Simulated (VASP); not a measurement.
# SrAlH3 (P4mm) in VASP: single point with PBEsol

Aim: the single point of SrAlH3 with PBEsol.

All numbers are computed with VASP 6.6.1; they aren't measurements. Logs are shortened: lines on timing, memory, paths and dates and some standing lists are left out, and cuts for length are marked.

## Step 1: The cell of the first run

It takes space group P4mm (No. 99, tetragonal). Conventional cell: a = 4.585 Å, b = 4.585 Å, c = 4.585 Å, α = 90.00°, β = 90.00°, γ = 90.00°. Sr (site symmetry 4mm) has 6 H at 2.09 to 2.49 Å within 2.8 Å. Within 4.3 Å of Al (site symmetry 4mm) lie 12 H at 3.24 Å and 8 Sr at 3.86 to 4.09 Å. Within 3.0 Å of H (site symmetry 2mm) lie 2 Sr at 2.30 Å. Within 2.8 Å of H (site symmetry 4mm) lie 2 Sr at 2.09 to 2.49 Å.

## Step 2: Single point, PBEsol

The input, INCAR:

```
PREC     = Accurate       # precision mode
ENCUT    = 520            # plane-wave cutoff, eV
EDIFF    = 1E-6           # SCF threshold, eV
ISMEAR   = 0              # smearing method
SIGMA    = 0.2            # smearing width, eV
LREAL    = F              # projectors in reciprocal space
LASPH    = T              # aspherical terms in the spheres
NELM     = 60             # most SCF steps
ALGO     = Normal         # electronic algorithm
ISIF     = 2              # what is computed and relaxed
LWAVE    = F              # write WAVECAR
LCHARG   = F              # write CHGCAR
GGA      = PS             # functional
NBANDS   = 16             # bands
```

The input, KPOINTS:

```
Automatic mesh
0
Gamma
  6 6 6
  0.5 0.5 0.5
```

The input, POSCAR:

```
SrAlH3
1.0
    4.5854600000      0.0000000000      0.0000000000
    0.0000000000      4.5854600000      0.0000000000
    0.0000000000      0.0000000000      4.5854600000
Sr Al H
1 1 3
Direct
    0.5000000000      0.4563838742      0.5000000000
    0.0000000000      0.0000000000      0.0000000000
    0.0000000000      0.5000000000      0.5000000000
    0.5000000000      0.5000000000      0.0000000000
    0.5000000000      0.0000000000      0.5000000000
```

Potentials or basis: VASP PAW PBE potentials, release 64 (Sr_sv, Al, H).

Launch:

```sh
> cat potpaw_PBE.64/Sr_sv/POTCAR potpaw_PBE.64/Al/POTCAR potpaw_PBE.64/H/POTCAR > POTCAR
> mpirun -np 1 vasp_std > vasp.out
```

OUTCAR:

```text
PREC = Accurate
   ENCUT = 520
   EDIFF = 1E-6
   ISMEAR = 0
   LREAL = F
   LASPH = T
   NELM = 60
   ISIF = 2
   GGA = PS

 ion  position               nearest neighbor table
   1  0.500  0.456  0.500-   5 2.09   4 2.30   3 2.30   4 2.30   3 2.30   5 2.49   2 3.86   2 3.86
                             2 3.86   2 3.86   2 4.09   2 4.09   2 4.09   2 4.09
   2  0.000  0.000  0.000-   1 3.86   1 3.86   1 3.86   1 3.86   1 4.09   1 4.09   1 4.09   1 4.09

   3  0.000  0.500  0.500-   1 2.30   1 2.30
   4  0.500  0.500  0.000-   1 2.30   1 2.30
   5  0.500  0.000  0.500-   1 2.09   1 2.49

  LATTYP: Found a simple cubic cell.
 ALAT       =     4.5854600000

  Lattice vectors:

 A1 = (   4.5854600000,   0.0000000000,   0.0000000000)
 A2 = (   0.0000000000,   4.5854600000,   0.0000000000)
 A3 = (   0.0000000000,   0.0000000000,   4.5854600000)

Analysis of symmetry for initial positions (statically):
=====================================================================
 Subroutine PRICEL returns:
 Original cell was already a primitive cell.

 Routine SETGRP: Setting up the symmetry group for a
 simple cubic supercell.

 Subroutine GETGRP returns: Found  8 space group operations
 (whereof  8 operations were pure point group operations)
 out of a pool of 48 trial point group operations.

The static configuration has the point symmetry C_4v.

Analysis of symmetry for dynamics (positions and initial velocities):
=====================================================================
 Subroutine PRICEL returns:
 Original cell was already a primitive cell.

 Routine SETGRP: Setting up the symmetry group for a
 simple cubic supercell.

 Subroutine GETGRP returns: Found  8 space group operations
 (whereof  8 operations were pure point group operations)
 out of a pool of 48 trial point group operations.

The dynamic configuration has the point symmetry C_4v.

 Subroutine INISYM returns: Found  8 space group operations
 (whereof  8 operations are pure point group operations),
 and found     1 'primitive' translations

----------------------------------------------------------------------------------------

                                     Primitive cell

  volume of cell :      96.4159

  direct lattice vectors                    reciprocal lattice vectors
     4.585460000  0.000000000  0.000000000     0.218080629  0.000000000  0.000000000
     0.000000000  4.585460000  0.000000000     0.000000000  0.218080629  0.000000000
     0.000000000  0.000000000  4.585460000     0.000000000  0.000000000  0.218080629

  length of vectors
     4.585460000  4.585460000  4.585460000     0.218080629  0.218080629  0.218080629

  position of ions in fractional coordinates (direct lattice)
     0.500000000  0.456383874  0.500000000
     0.000000000  0.000000000  0.000000000
     0.000000000  0.500000000  0.500000000
     0.500000000  0.500000000  0.000000000
     0.500000000  0.000000000  0.500000000

  ion indices of the primitive-cell ions
   primitive index   ion index
                 1           1
                 2           2
                 3           3
                 4           4
                 5           5

----------------------------------------------------------------------------------------

 KPOINTS: Automatic mesh

Automatic generation of k-mesh.
 Grid dimensions read from file:
 generate k-points for:    6    6    6

 Generating k-lattice:

  Cartesian coordinates                     Fractional coordinates (reciprocal lattice)
     0.036346771  0.000000000  0.000000000     0.166666667  0.000000000  0.000000000
     0.000000000  0.036346771  0.000000000     0.000000000  0.166666667  0.000000000
     0.000000000  0.000000000  0.036346771     0.000000000  0.000000000  0.166666667

  Length of vectors
     0.036346771  0.036346771  0.036346771

  Shift w.r.t. Gamma in fractional coordinates (k-lattice)
     0.500000000  0.500000000  0.500000000

 Subroutine IBZKPT returns following result:
 ===========================================

 Found     18 irreducible k-points:

 Following reciprocal coordinates:
            Coordinates               Weight
  0.083333  0.083333  0.083333      8.000000
  0.250000  0.083333  0.083333     16.000000
  0.083333  0.250000  0.083333      8.000000
  0.416667  0.083333  0.083333     16.000000
  0.083333  0.416667  0.083333      8.000000
  0.250000  0.250000  0.083333     16.000000
[... 10 lines left out ...]
  0.416667  0.250000  0.416667      8.000000
  0.416667  0.416667  0.416667      8.000000
   k-points           NKPTS =     18   k-points in BZ     NKDIM =     18   number of bands    NBANDS=     16
   number of dos      NEDOS =    301   number of ions     NIONS =      5
   total plane-waves  NPLWV =  46656
   dimension x,y,z NGX =    36 NGY =   36 NGZ =   36
   dimension x,y,z NGXF=    72 NGYF=   72 NGZF=   72
   ions per type =               1   1   3
   NGX,Y,Z   is equivalent  to a cutoff of  13.05, 13.05, 13.05 a.u.
   NGXF,Y,Z  is equivalent  to a cutoff of  26.10, 26.10, 26.10 a.u.
 SYSTEM =  unknown system
   PREC   = accura    normal or accurate (medium, high low for compatibility)
   ISTART =      0    job   : 0-new  1-cont  2-samecut
   ICHARG =      2    charge: 1-file 2-atom 10-const
   ISPIN  =      1    spin polarized calculation?
   LNONCOLLINEAR =      F non collinear calculations
   LSORBIT =      F    spin-orbit coupling
   LASPH  =      T    aspherical Exc in radial PAW
   ENCUT  =  520.0 eV  38.22 Ry    6.18 a.u.   8.53  8.53  8.53*2*pi/ulx,y,z
   NELM   =     60;   NELMIN=  2; NELMDL= -5     # of ELM steps
   EDIFF  = 0.1E-05   stopping-criterion for ELM
   LREAL  =      F    real-space projection
   EDIFFG = 0.1E-04   stopping-criterion for IOM
   NSW    =      0    number of steps for IOM
   IBRION =     -1    ionic relax: 0-MD 1-quasi-New 2-CG
   NFREE  =      0    steps in history (QN), initial steepest desc. (CG)
   ISIF   =      2    stress and relaxation
   ISYM   =      2    0-nonsym 1-usesym 2-fastsym
   POTIM  = 0.5000    time-step for ionic-motion
   TEBEG  =    0.0;   TEEND  =   0.0 temperature during run
   PSTRESS=    0.0 pullay stress
   NELECT =      16.0000    total number of electrons
   NUPDOWN=      -1.0000    fix difference up-down
   EMIN   =  10.00;   EMAX   =-10.00  energy-range for DOS
   EFERMI =   0.00;   METHOD = LEGACY
   ISMEAR =     0;   SIGMA  =   0.20  broadening in eV -4-tet -1-fermi 0-gaus
   EFERMI_NEDOS =   21; number of points for ismear=-14 and -15
   IALGO  =     38    algorithm
   IMIX   =      4    mixing-type and parameters
     AMIX     =   0.40;   BMIX     =  1.00
     AMIX_MAG =   1.60;   BMIX_MAG =  1.00
  volume/ion in A,a.u.               =      19.28       130.13
  Fermi-wavevector in a.u.,A,eV,Ry     =   0.899633  1.700059 11.011726  0.809339
  Thomas-Fermi vector in A             =   2.022491
   LORBIT       =      0    0 simple, 1 ext, 2 COOP (PROOUT), +10 PAW based schemes
   GGA     = PS    functional components
   LHFCALC =     F    Hartree Fock is set to
   AEXX    =    0.0000 exact exchange contribution
   IVDW    =     0    specifies the selected vdW correction
   LEPSILON=     F    determine dielectric tensor
   LRPA    =     F    only Hartree local field effects (RPA)
 non-spin polarized calculation
 Gauss-broadening in eV      SIGMA  =   0.20
  energy-cutoff  :      520.00
  volume of cell :       96.42
 maximum number of plane-waves:      2610
 NGX is ok and might be reduce to    36
   NGX = 17   NGY = 17   NGZ = 17

 number of electron      16.0000003 magnetization

 Free energy of the ion-electron system (eV)
  ---------------------------------------------------
  ext. energy  EPLUGINS =         0.00000000
  ---------------------------------------------------
  free energy    TOTEN  =       -14.00215749 eV

  energy without entropy =      -13.99875208  energy(sigma->0) =      -14.00045479

 E-fermi :   0.3577     XC(G=0):  -7.8866

 val. band max:        0.0959646859   @ k =   0.0833   0.4167   0.0833
 cond. band min:       0.6095910580   @ k =   0.4167   0.4167   0.4167
 fundamental gap:      0.5136263721
 Fermi energy:         0.3576949006

 k-point     1 :       0.0833    0.0833    0.0833
  band No.  band energies     occupation
      1     -33.2329      2.00000
      2     -15.3590      2.00000
      3     -15.3316      2.00000
      4     -15.3311      2.00000
      5      -5.1061      2.00000
      6      -1.5137      2.00000
[... 8 lines left out ...]
     15       7.5332      0.00000
     16       7.5424      0.00000

 k-point     2 :       0.2500    0.0833    0.0833
  band No.  band energies     occupation
      1     -33.2315      2.00000
      2     -15.3873      2.00000
      3     -15.3559      2.00000
      4     -15.3285      2.00000
      5      -4.7150      2.00000
      6      -1.8682      2.00000
[... 8 lines left out ...]
     15       6.9795      0.00000
     16       7.6033      0.00000

 k-point     3 :       0.0833    0.2500    0.0833
  band No.  band energies     occupation
      1     -33.2314      2.00000
      2     -15.4151      2.00000
      3     -15.3289      2.00000
      4     -15.3283      2.00000
      5      -4.7149      2.00000
      6      -1.8581      2.00000
[... 8 lines left out ...]
     15       6.8172      0.00000
     16       7.5721      0.00000

 k-point     4 :       0.4167    0.0833    0.0833
  band No.  band energies     occupation
      1     -33.2300      2.00000
      2     -15.4417      2.00000
      3     -15.3531      2.00000
      4     -15.3257      2.00000
      5      -4.0383      2.00000
      6      -2.8260      2.00000
[... 8 lines left out ...]
     15       6.6691      0.00000
     16       6.7905      0.00000
[... 210 lines left out ...]
 k-point    16 :       0.4167    0.4167    0.2500
  band No.  band energies     occupation
      1     -33.2258      2.00000
      2     -15.4575      2.00000
      3     -15.4296      2.00000
      4     -15.3737      2.00000
      5      -3.0829      2.00000
      6      -1.6184      2.00000
[... 8 lines left out ...]
     15       7.0175      0.00000
     16       7.2275      0.00000

 k-point    17 :       0.4167    0.2500    0.4167
  band No.  band energies     occupation
      1     -33.2258      2.00000
      2     -15.4299      2.00000
      3     -15.4293      2.00000
      4     -15.4010      2.00000
      5      -3.0857      2.00000
      6      -1.6075      2.00000
[... 8 lines left out ...]
     15       7.0784      0.00000
     16       7.1657      0.00000

 k-point    18 :       0.4167    0.4167    0.4167
  band No.  band energies     occupation
      1     -33.2243      2.00000
      2     -15.4536      2.00000
      3     -15.4261      2.00000
      4     -15.4257      2.00000
      5      -2.7381      2.00000
      6      -1.0518      2.00000
[... 8 lines left out ...]
     15       7.1090      0.00000
     16       7.5657      0.00000

------------------------ aborting loop because EDIFF is reached ----------------------------------------

  FORCE on cell =-STRESS in cart. coord.  units (eV):
  Direction    XX          YY          ZZ          XY          YZ          ZX
  --------------------------------------------------------------------------------------
  -------------------------------------------------------------------------------------
  Total       -0.8339178      0.0091399     -0.8339178      0.0000000      0.0000000      0.0000000
  in kB      -13.8575062      0.1518814    -13.8575062      0.0000000      0.0000000      0.0000000
  external PRESSURE =      -9.1877103 kB  Pullay stress =       0.0000000 kB

 VOLUME and BASIS-vectors are now :
 -----------------------------------------------------------------------------
  energy-cutoff  :      520.00
  volume of cell :       96.42
      direct lattice vectors                 reciprocal lattice vectors
     4.585460000  0.000000000  0.000000000     0.218080629  0.000000000  0.000000000
     0.000000000  4.585460000  0.000000000     0.000000000  0.218080629  0.000000000
     0.000000000  0.000000000  4.585460000     0.000000000  0.000000000  0.218080629

 POSITION                                       TOTAL-FORCE (eV/Angst)
 -----------------------------------------------------------------------------------
      2.29273      2.09273      2.29273         0.000000      1.328345     -0.000000
      0.00000      0.00000      0.00000        -0.000000     -0.162186      0.000000
      0.00000      2.29273      2.29273        -0.000000      0.022998      0.000000
      2.29273      2.29273      0.00000        -0.000000      0.022998      0.000000
      2.29273      0.00000      2.29273        -0.000000     -1.212155      0.000000
 -----------------------------------------------------------------------------------
    total drift:                                0.000000      0.000035     -0.000000

  FREE ENERGIE OF THE ION-ELECTRON SYSTEM (eV)
  ---------------------------------------------------
  free  energy   TOTEN  =       -14.0021574949 eV

  energy  without entropy=      -13.9987520785  energy(sigma->0) =      -14.00045479
```

It took 28 s on 1 thread of Intel Xeon Platinum 8488C (Sapphire Rapids), shared host; peak memory 0.22 GiB.

What came out:

- Free energy: -14.0022 eV
- Pressure: -0.9 GPa
- Largest force: 1.328 eV/Å
- Band gap on the k mesh: 0.51 eV, indirect (least direct gap 1.36 eV)

Forces in eV/Å, atoms in the order of the input:
```
Sr   0.000  1.328  0.000
Al   0.000 -0.162  0.000
H    0.000  0.023  0.000
H    0.000  0.023  0.000
H    0.000 -1.212  0.000
```

Caveat: the PAW data sets were made with another functional, which shifts forces and pressure a little.
